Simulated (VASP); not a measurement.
A run of VASP 6.6.1:

INCAR

```
SYSTEM = CaO
  ALGO = Normal
  EDIFF = 1E-8
  ENCUT = 520
  GGA = PE
  ISIF = 2
  ISMEAR = -1
  LASPH = .True.
  LCHARG = .False.
  LEFG = .True.
  LREAL = .False.
  LWAVE = .False.
  NBANDS = 15
  NELM = 80
  PREC = Accurate
  SIGMA = 0.05
```

Contents of KPOINTS:

```
k-points
0
Gamma
  11 11 11
  0 0 0
```

POSCAR

```
CaO
1.0
    0.0000000000      2.6218300245      2.6218300245
    2.6218300245      0.0000000000      2.6218300245
    2.6218300245      2.6218300245      0.0000000000
Ca O
1 1
Direct
    0.0000000000      0.0000000000      0.0000000000
    0.2500000000      0.2500000000      0.2500000000
```

Potentials or basis: VASP PAW PBE potentials, release 64 (Ca_sv, O).

Run with:

```sh
$ cat potpaw_PBE.64/Ca_sv/POTCAR potpaw_PBE.64/O/POTCAR > POTCAR
$ mpirun -np 1 vasp_std > vasp.out
```

Hardware: 1 thread of AMD EPYC 7R13 (shared host).

Estimate the wall time of this run.

It took 110 s on 1 thread of AMD EPYC 7R13, with other jobs on the host, peak memory 0.14 GiB. Counts: scf iterations 18, k points 56.
